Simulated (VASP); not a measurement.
# Be (P4_2/mnm) in VASP: further runs, part 2 of 2

VASP 6.6.1. Earlier steps stand in the parts before.

## 3. Electric field gradients, PBE (volume scaled by 1.04)

INCAR reads:

```
SYSTEM = Be
PREC = Accurate
ENCUT = 520
EDIFF = 1E-8
ISMEAR = -1
SIGMA = 0.05
LREAL = .False.
LASPH = .True.
NELM = 60
ALGO = Normal
ISIF = 2
LWAVE = .False.
LCHARG = .False.
GGA = PE
LEFG = .True.
NBANDS = 12
```

KPOINTS reads:

```
Automatic mesh
0
Gamma
  9 9 14
  0 0 0
```

POSCAR reads:

```
Be
1.0
    3.7961198385      0.0000000000      0.0000000000
    0.0000000000      3.7961198385      0.0000000000
    0.0000000000      0.0000000000      2.3113002848
Be
4
Direct
    0.2974080000      0.2974080000      0.0000000000
    0.7025920000      0.7025920000      0.0000000000
    0.2025920000      0.7974080000      0.5000000000
    0.7974080000      0.2025920000      0.5000000000
```

Potentials or basis: VASP PAW PBE potentials, release 64 (Be).

Run with:

```console
> cat potpaw_PBE.64/Be/POTCAR > POTCAR
> mpirun -np 1 vasp_std > vasp.out
```

OUTCAR:

```text
SYSTEM = Be
   PREC = Accurate
   ENCUT = 520
   EDIFF = 1E-8
   ISMEAR = -1
   LREAL = .False.
   LASPH = .True.
   NELM = 60
   ISIF = 2
   GGA = PE

 ion  position               nearest neighbor table
   1  0.297  0.297  0.000-   2 2.18   3 2.25   4 2.25   3 2.25   4 2.25   3 2.25   3 2.25   4 2.25
                             4 2.25
   2  0.703  0.703  0.000-   1 2.18   3 2.25   4 2.25   3 2.25   4 2.25   4 2.25   4 2.25   3 2.25
                             3 2.25
   3  0.203  0.797  0.500-   4 2.18   2 2.25   1 2.25   1 2.25   2 2.25   1 2.25   1 2.25   2 2.25
                             2 2.25
   4  0.797  0.203  0.500-   3 2.18   2 2.25   1 2.25   1 2.25   2 2.25   2 2.25   2 2.25   1 2.25
                             1 2.25

  LATTYP: Found a simple tetragonal cell.
 ALAT       =     3.7961198385
 C/A-ratio  =     0.6088586196

  Lattice vectors:

 A1 = (   3.7961198385,   0.0000000000,   0.0000000000)
 A2 = (   0.0000000000,   3.7961198385,   0.0000000000)
 A3 = (   0.0000000000,   0.0000000000,   2.3113002848)

Analysis of symmetry for initial positions (statically):
=====================================================================
 Subroutine PRICEL returns:
 Original cell was already a primitive cell.

 Routine SETGRP: Setting up the symmetry group for a
 simple tetragonal supercell.

 Subroutine GETGRP returns: Found 16 space group operations
 (whereof  8 operations were pure point group operations)
 out of a pool of 16 trial point group operations.

The static configuration has the point symmetry D_2h.
 The point group associated with its full space group is D_4h.

Analysis of symmetry for dynamics (positions and initial velocities):
[... 526 lines left out ...]
     10      17.4188      0.00000
     11      20.9848      0.00000
     12      22.1545      0.00000

 [... further k-points ...]
[... 5 lines left out ...]
  --------------------------------------------------------------------------------------
  -------------------------------------------------------------------------------------
  Total       -0.7586913     -0.7586913     -1.1499607     -0.0000000      0.0000000      0.0000000
  in kB      -36.4955139    -36.4955139    -55.3168444     -0.0000000      0.0000000      0.0000000
  external PRESSURE =     -42.7692907 kB  Pullay stress =       0.0000000 kB

 VOLUME and BASIS-vectors are now :
 -----------------------------------------------------------------------------
  energy-cutoff  :      520.00
  volume of cell :       33.31
      direct lattice vectors                 reciprocal lattice vectors
     3.796119839  0.000000000  0.000000000     0.263426879  0.000000000  0.000000000
     0.000000000  3.796119839  0.000000000     0.000000000  0.263426879  0.000000000
     0.000000000  0.000000000  2.311300285     0.000000000  0.000000000  0.432656893

 POSITION                                       TOTAL-FORCE (eV/Angst)
 -----------------------------------------------------------------------------------
      1.12900      1.12900      0.00000         0.018407      0.018407      0.000000
      2.66712      2.66712      0.00000        -0.018407     -0.018407      0.000000
      0.76906      3.02706      1.15565        -0.018407      0.018407      0.000000
      3.02706      0.76906      1.15565         0.018407     -0.018407      0.000000
 -----------------------------------------------------------------------------------
    total drift:                                0.000000      0.000000     -0.000000

  FREE ENERGIE OF THE ION-ELECTRON SYSTEM (eV)
  ---------------------------------------------------
  free  energy   TOTEN  =       -14.8366847477 eV

  energy  without entropy=      -14.8315932343  energy(sigma->0) =      -14.83413899

 Electric field gradients (V/A^2)
---------------------------------------------------------------------
 ion       V_xx      V_yy      V_zz      V_xy      V_xz      V_yz
---------------------------------------------------------------------
   1       0.247     0.247    -0.494    -1.480    -0.000     0.000
   2       0.247     0.247    -0.494    -1.480    -0.000     0.000
   3       0.247     0.247    -0.494     1.480     0.000    -0.000
   4       0.247     0.247    -0.494     1.480     0.000    -0.000
---------------------------------------------------------------------

 Electric field gradients after diagonalization (V/A^2)
 (convention: |V_zz| > |V_xx| > |V_yy|)
----------------------------------------------------------------------
 ion       V_xx      V_yy      V_zz     asymmetry (V_yy - V_xx)/ V_zz
----------------------------------------------------------------------
   1      -1.233    -0.494     1.727       0.428
   2      -1.233    -0.494     1.727       0.428
   3      -1.233    -0.494     1.727       0.428
   4      -1.233    -0.494     1.727       0.428
----------------------------------------------------------------------

           NMR quadrupolar parameters

 Cq : quadrupolar parameter    Cq=e*Q*V_zz/h
 eta: asymmetry parameters     (V_yy - V_xx)/ V_zz
 Q  : nuclear electric quadrupole moment in mb (millibarn)
----------------------------------------------------------------------
 ion       Cq(MHz)       eta       Q (mb)
----------------------------------------------------------------------
   1       0.004       0.428       1.000
   2       0.004       0.428       1.000
   3       0.004       0.428       1.000
   4       0.004       0.428       1.000
----------------------------------------------------------------------
```

OSZICAR:

```text
N       E                     dE             d eps       ncg     rms          rms(c)
DAV:   1     0.119888068493E+00    0.11989E+00   -0.33251E+03  2880   0.554E+02
DAV:   2    -0.145789884939E+02   -0.14699E+02   -0.14009E+02  3776   0.968E+01
DAV:   3    -0.149591443294E+02   -0.38016E+00   -0.37740E+00  4116   0.108E+01
DAV:   4    -0.149602673160E+02   -0.11230E-02   -0.11226E-02  3476   0.669E-01
DAV:   5    -0.149602707210E+02   -0.34050E-05   -0.34045E-05  3868   0.343E-02    0.168E+00
DAV:   6    -0.148723759700E+02    0.87895E-01   -0.16811E-02  3404   0.107E+00    0.102E+00
DAV:   7    -0.148367324716E+02    0.35643E-01   -0.20982E-02  3424   0.109E+00    0.863E-02
DAV:   8    -0.148366845973E+02    0.47874E-04   -0.53363E-04  3656   0.135E-01    0.134E-02
DAV:   9    -0.148366839056E+02    0.69170E-06   -0.30317E-06  4128   0.108E-02    0.577E-03
DAV:  10    -0.148366846766E+02   -0.77096E-06   -0.44899E-07  3612   0.570E-03    0.901E-04
DAV:  11    -0.148366848275E+02   -0.15093E-06   -0.18842E-08  3640   0.908E-04    0.151E-04
DAV:  12    -0.148366847759E+02    0.51536E-07   -0.80502E-10  2352   0.190E-04    0.348E-05
DAV:  13    -0.148366847470E+02    0.28913E-07   -0.72696E-11  2072   0.623E-05    0.717E-06
DAV:  14    -0.148366847477E+02   -0.67280E-09   -0.48214E-12  1940   0.224E-05
   1 F= -.14836685E+02 E0= -.14834139E+02  d E =-.509151E-02
```

stdout:

```text
POSCAR found type information on POSCAR Be
 POSCAR found :  1 types and       4 ions
 scaLAPACK will be used
 LDA part: xc-table for (Slater+PW92), standard interpolation
 POSCAR, INCAR and KPOINTS ok, starting setup
 FFT: planning ... GRIDC
 FFT: planning ... GRID_SOFT
 FFT: planning ... GRID
 WAVECAR not read
 entering main loop
ion   1

ion   2

ion   3

ion   4
```

Wall time 30 s (1 thread of Intel Xeon Platinum 8259CL at 2.50GHz (Skylake/Cascade Lake), shared host); peak memory 0.16 GiB.

What came out:

| Property | Result |
| --- | --- |
| Free energy | -14.8367 eV |
| Pressure | -4.3 GPa |
| Largest force | 0.026 eV/Å |
| Band gap on the k mesh | zero (band 4 reaches 7.49 eV, above the bottom of band 5 at 5.43 eV) |

Forces in eV/Å, atoms in the order of the input:
```
Be   0.018  0.018  0.000
Be  -0.018 -0.018  0.000
Be  -0.018  0.018  0.000
Be   0.018 -0.018  0.000
```

Stress tensor (GPa, compression positive):
```
-3.65  0.00  0.00
 0.00 -3.65  0.00
 0.00  0.00 -5.53
```

Levels at points of the mesh, in eV from the Fermi level:
| k point | band 1 | band 2 | band 3 | band 4 | band 5 | band 6 | band 7 | band 8 | band 9 |
| --- | --- | --- | --- | --- | --- | --- | --- | --- | --- |
| (0.00, 0.00, 0.00) | -10.93 | -4.80 | -4.22 | -1.04 | -1.04 | 4.69 | 4.69 | 7.26 | 8.97 |
| (0.00, 0.00, 0.50) | -5.66 | -5.66 | 1.02 | 1.02 | 1.80 | 1.80 | 2.60 | 2.60 | 7.21 |

Electric field gradients, principal values (V/Å²):
```
atom   least  middle  greatest (by size)
1 Be  -0.494  -1.233               1.727
2 Be  -0.494  -1.233               1.727
3 Be  -0.494  -1.233               1.727
4 Be  -0.494  -1.233               1.727
```

Caveat: without QUAD_EFG the Cq values of the log hold for a quadrupole moment of 1 mb, not for the nuclei.

## 4. Electric field gradients, PBE (volume scaled by 0.96)

INCAR reads:

```
PREC = Accurate ; ENCUT = 520
EDIFF = 1E-8 ; ISMEAR = -1
SIGMA = 0.05 ; LREAL = False
LASPH = True ; NELM = 60
ALGO = Normal ; ISIF = 2
LWAVE = False ; LCHARG = False
GGA = PE ; LEFG = True
NBANDS = 12
```

KPOINTS reads:

```
regular mesh
0
Gamma
  9 9 14
```

POSCAR reads:

```
Be
1.0
    3.6961751708      0.0000000000      0.0000000000
    0.0000000000      3.6961751708      0.0000000000
    0.0000000000      0.0000000000      2.2504481124
Be
4
Direct
    0.2974080000      0.2974080000      0.0000000000
    0.7025920000      0.7025920000      0.0000000000
    0.2025920000      0.7974080000      0.5000000000
    0.7974080000      0.2025920000      0.5000000000
```

Potentials or basis: VASP PAW PBE potentials, release 64 (Be).

Run with:

```console
> cat potpaw_PBE.64/Be/POTCAR > POTCAR
> mpirun -np 1 vasp_std > vasp.out
```

OUTCAR:

```text
PREC = Accurate
   ENCUT = 520
   EDIFF = 1E-8
   ISMEAR = -1
   LREAL = False
   LASPH = True
   NELM = 60
   ISIF = 2
   GGA = PE

 ion  position               nearest neighbor table
   1  0.297  0.297  0.000-   2 2.12   3 2.19   4 2.19   3 2.19   4 2.19   3 2.19   3 2.19   4 2.19
                             4 2.19
   2  0.703  0.703  0.000-   1 2.12   3 2.19   4 2.19   3 2.19   4 2.19   4 2.19   4 2.19   3 2.19
                             3 2.19
   3  0.203  0.797  0.500-   4 2.12   2 2.19   1 2.19   1 2.19   2 2.19   1 2.19   1 2.19   2 2.19
                             2 2.19
   4  0.797  0.203  0.500-   3 2.12   2 2.19   1 2.19   1 2.19   2 2.19   2 2.19   2 2.19   1 2.19
                             1 2.19

  LATTYP: Found a simple tetragonal cell.
 ALAT       =     3.6961751708
[... 595 lines left out ...]
   1       0.271     0.271    -0.543    -1.523    -0.000     0.000
   2       0.271     0.271    -0.543    -1.523    -0.000     0.000
   3       0.271     0.271    -0.543     1.523     0.000    -0.000
   4       0.271     0.271    -0.543     1.523     0.000    -0.000
---------------------------------------------------------------------

 Electric field gradients after diagonalization (V/A^2)
 (convention: |V_zz| > |V_xx| > |V_yy|)
----------------------------------------------------------------------
 ion       V_xx      V_yy      V_zz     asymmetry (V_yy - V_xx)/ V_zz
----------------------------------------------------------------------
   1      -1.251    -0.543     1.794       0.395
   2      -1.251    -0.543     1.794       0.395
   3      -1.251    -0.543     1.794       0.395
   4      -1.251    -0.543     1.794       0.395
----------------------------------------------------------------------

           NMR quadrupolar parameters

 Cq : quadrupolar parameter    Cq=e*Q*V_zz/h
 eta: asymmetry parameters     (V_yy - V_xx)/ V_zz
 Q  : nuclear electric quadrupole moment in mb (millibarn)
----------------------------------------------------------------------
 ion       Cq(MHz)       eta       Q (mb)
----------------------------------------------------------------------
   1       0.004       0.395       1.000
   2       0.004       0.395       1.000
   3       0.004       0.395       1.000
   4       0.004       0.395       1.000
----------------------------------------------------------------------
```

Run time: 50 s. Hardware: 1 thread of Intel Xeon 8259CL, shared host; peak memory 0.15 GiB.

What came out:

```
Free energy            : -14.8324 eV
Pressure               : 5.4 GPa
Largest force          : 0.021 eV/Å
Band gap on the k mesh : zero (band 4 reaches 8.16 eV, above the bottom of band 5 at 6.16 eV)
```

Forces on the atoms (eV/Å):
```
Be  -0.015 -0.015  0.000
Be   0.015  0.015  0.000
Be   0.015 -0.015  0.000
Be  -0.015  0.015  0.000
```

Electric field gradients, principal values (V/Å²):
| atom | least | middle | greatest (by size) |
| --- | --- | --- | --- |
| 1 Be | -0.543 | -1.251 | 1.794 |
| 2 Be | -0.543 | -1.251 | 1.794 |
| 3 Be | -0.543 | -1.251 | 1.794 |
| 4 Be | -0.543 | -1.251 | 1.794 |

Caveat: without QUAD_EFG the Cq values of the log hold for a quadrupole moment of 1 mb, not for the nuclei.

## 5. Overview

```tsv
cell	gap on the mesh (eV)	pressure (GPa)	largest force (eV/Å)
a = 3.759, b = 3.759, c = 2.289 Å, 4 atoms	none	-1.0	0.01
a = 3.796, b = 3.796, c = 2.311 Å, 4 atoms	none	-4.3	0.03
a = 3.696, b = 3.696, c = 2.250 Å, 4 atoms	none	5.4	0.02
```

Alike in all rows: task electric field gradients; level PBE; potentials or basis VASP PAW PBE potentials, release 64 (Be); no spin polarisation; k mesh 9 × 9 × 14; cutoff (eV) 520; smearing fermi-dirac 0.05 eV.

Absolute energies hang on the potentials; compare differences alone.
